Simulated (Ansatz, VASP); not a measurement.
# WS3 in VASP and in Ansatz

```xyz
8
Lattice="0.0000 0.0000 2.9251 10.2891 0.0000 0.0000 -5.1446 8.9106 0.0000" Properties=species:S:1:pos:R:3 pbc="T T T"
W     0.0000    5.9404    2.1938
W     5.1446    2.9702    0.7313
S     0.0000    4.0683    0.7313
S     1.6213    6.8765    0.7313
S    -1.6213    6.8765    0.7313
S     5.1446    4.8423    2.1938
S     3.5233    2.0342    2.1938
S     6.7659    2.0342    2.1938
```

Alike in both runs: task single point; functional PBE; k mesh 4 × 3 × 3; occupations gaussian, width 0.1 eV; no spin polarisation.

```csv
,VASP,Ansatz
version,VASP 6.6.1,Ansatz 0.2.0
potentials or method,"VASP PAW PBE potentials, release 64 (W_sv, S), cutoff 520 eV","scalar-relativistic, plane waves, PAW"
valence electrons in the cell,64,64
```

|  | VASP | Ansatz | Ansatz less VASP |
| --- | --- | --- | --- |
| gap on the k mesh at the Fermi level (eV) | 0.54 | 0.53 | -0.011 |
| least direct gap on the mesh (eV) | 0.54 | 0.53 | -0.011 |
| pressure (GPa) | 0.2 | 0.3 | +0.05 |
| traceless stress, the component that is largest in VASP (GPa) | 0.38 | 0.34 | -0.039 |
| rms of the force components (eV/Å) | 0.025 | 0.029 | +0.0044 |

Atom by atom the forces differ by 0.004 eV/Å (rms over components).

The k mesh is coarse, so the values compare programs but aren't converged. Spin-orbit coupling is off throughout.
